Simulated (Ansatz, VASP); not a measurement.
## BiSe3: VASP beside Ansatz

File INCAR:

```
SYSTEM = BiSe3
PREC = Accurate ; ENCUT = 600
EDIFF = 1E-6 ; ISMEAR = 0
SIGMA = 0.1 ; LREAL = .False.
LASPH = .True. ; NELM = 80
ALGO = Normal ; ISIF = 3
LWAVE = .False. ; LCHARG = .False.
GGA = PE ; IBRION = 2
NSW = 90 ; EDIFFG = -0.04
```

KPOINTS

```
Automatic mesh
0
Gamma
  4 4 4
  0 0 0
```

POSCAR

```
BiSe3
1.0
    0.0000000000      3.9082015700      3.9082015700
    3.9082015700      0.0000000000      3.9082015700
    3.9082015700      3.9082015700      0.0000000000
Bi Se
1 3
Direct
    0.5000000000      0.5000000000      0.5000000000
    0.2500000000      0.2500000000      0.2500000000
    0.7500000000      0.7500000000      0.7500000000
    0.0000000000      0.0000000000      0.0000000000
```

Input for Ansatz:

```yaml
crystal:
  lattice:
    - [0.0, 3.90820157, 3.90820157]
    - [3.90820157, 0.0, 3.90820157]
    - [3.90820157, 3.90820157, 0.0]
  atoms:
    - { symbol: Bi, position: [0.5, 0.5, 0.5] }
    - { symbol: Se, position: [0.25, 0.25, 0.25] }
    - { symbol: Se, position: [0.75, 0.75, 0.75] }
    - { symbol: Se, position: [0.0, 0.0, 0.0] }
basis:
  ecutwfc: 420
kpoints:
  mp_grid: { grid: [4, 4, 4] }
hamiltonian:
  xc: pbe
scf:
  occupations: { method: gaussian, width: 0.1 }
  lower_state_search: "off"
output:
  forces: true
  stress: true
  eigenvalues: true
relax:
  adjacent_minimum: "off"
  f_tol: 0.04
  max_steps: 70
  cell: { stress_tol: 0.4 }
```

Alike in both runs: task relaxation of cell and atoms; functional PBE; k mesh 4 × 4 × 4; occupations gaussian, width 0.1 eV; no spin polarisation.

|  | VASP | Ansatz |
| --- | --- | --- |
| version | VASP 6.6.1 | Ansatz 0.2.0 |
| potentials or method | VASP PAW PBE potentials, release 64 (Bi_d, Se), cutoff 600 eV | scalar-relativistic, plane waves, PAW |
| valence electrons in the cell | 33 | 63 |

```tsv
	VASP	Ansatz	Ansatz less VASP
gap on the k mesh at the Fermi level, each at its own relaxed structure (eV)	none	none	-
relaxed volume (Å³/atom)	23.34	23.35	+0.008
relaxed cell length with the largest relative difference (Å)	5.092	5.092	+0.0006
```

A gap of «none» marks a metal or a gap that the smearing closes. VASP's potentials hold 33 valence electrons a cell and Ansatz's 63, so a difference there can come from the potentials and not from the codes.

Spin-orbit coupling is off throughout. Noted on VASP's run: the volume moved by over 15 % at a fixed basis, so the end points are rough.
